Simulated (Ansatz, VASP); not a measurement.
**Two plane-wave programs on FeSi**

```xyz
8
Lattice="4.4030 0.0000 0.0000 0.0000 4.4030 0.0000 0.0000 0.0000 4.4030" Properties=species:S:1:pos:R:3 pbc="T T T"
Fe    0.5988    0.5988    0.5988
Fe    1.6027    3.8043    2.8003
Fe    2.8003    1.6027    3.8043
Fe    3.8043    2.8003    1.6027
Si    3.7017    3.7017    3.7017
Si    2.9029    0.7014    1.5002
Si    1.5002    2.9029    0.7014
Si    0.7014    1.5002    2.9029
```

Alike in both runs: task relaxation of the atoms; functional PBE; k mesh 8 × 8 × 8; occupations gaussian, width 0.01 eV; no spin polarisation.

|  | VASP | Ansatz |
| --- | --- | --- |
| version | VASP 6.6.1 | Ansatz 0.2.0 |
| potentials or method | VASP PAW PBE potentials, release 64 (Fe, Si), cutoff 520 eV | scalar-relativistic, plane waves, PAW |
| valence electrons in the cell | 48 | 80 |

VASP gave:

```
gap on the k mesh at the Fermi level, each at its own relaxed structure (eV) : 0.16
```

Question: Which values does Ansatz return?

Answer: gap on the k mesh at the Fermi level, each at its own relaxed structure (eV): 0.17.

VASP's potentials hold 48 valence electrons a cell and Ansatz's 80, so a difference there can come from the potentials and not from the codes. Ansatz's warnings: stress scf threshold loose.
